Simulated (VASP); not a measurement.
The system is SiGe2.

```
Si Ge
1.0
     3.82120    0.00000    0.00000
    -1.91060    3.30926    0.00000
     0.00000    0.00000    9.36000
Si Ge
2 4
Direct
  0.66667 0.33333 0.54167
  0.33333 0.66667 0.45833
  0.33333 0.66667 0.20833
  0.00000 0.00000 0.87500
  0.00000 0.00000 0.12500
  0.66667 0.33333 0.79167
```

```yaml
Program: VASP 6.6.1
Task: relaxation of cell and atoms
Functional: PBE
Potentials_or_basis: VASP PAW PBE potentials, release 64 (Si, Ge_d)
Cutoff: 600 eV
k_mesh: 12 × 12 × 4
Occupations: fermi-dirac, width 0.02 eV
Spin: no spin polarisation
```

At the start: pressure 12.9 GPa; volume 19.73 Å³/atom.

Q: How do energy, volume and symmetry change on relaxing?

A: Over 10 steps the energy falls by 109.3 meV/atom and the volume is 22.58 Å³/atom (+14.5 %); space group P-3m1 (No. 164, to 0.1 Å) before and after.

The path:
```
step  energy change (eV)  largest force (eV/Å)  pressure (GPa)  volume (Å³)
   1              0.0000                0.5646           12.94       118.36
   2             -0.4421                0.1764           -4.87       147.81
   3             -0.6366                0.2937           -0.13       135.87
   4             -0.6476                0.2152           -0.09       135.71
   5             -0.6550                0.0893            0.01       135.46
   6             -0.6551                0.0931            0.03       135.44
   7             -0.6556                0.0514            0.00       135.50
   8             -0.6559                0.0357            0.01       135.48
   9             -0.6560                0.0070            0.00       135.52
  10             -0.6560                0.0009            0.01       135.51
```

Final structure:
```
Si Ge
1.0
     3.99643    0.00000    0.00000
    -1.99822    3.46101    0.00000
     0.00000    0.00000    9.79704
Si Ge
2 4
Direct
  0.66667 0.33333 0.53760
  0.33333 0.66667 0.46240
  0.33333 0.66667 0.21440
  0.00000 0.00000 0.87334
  0.00000 0.00000 0.12666
  0.66667 0.33333 0.78560
```
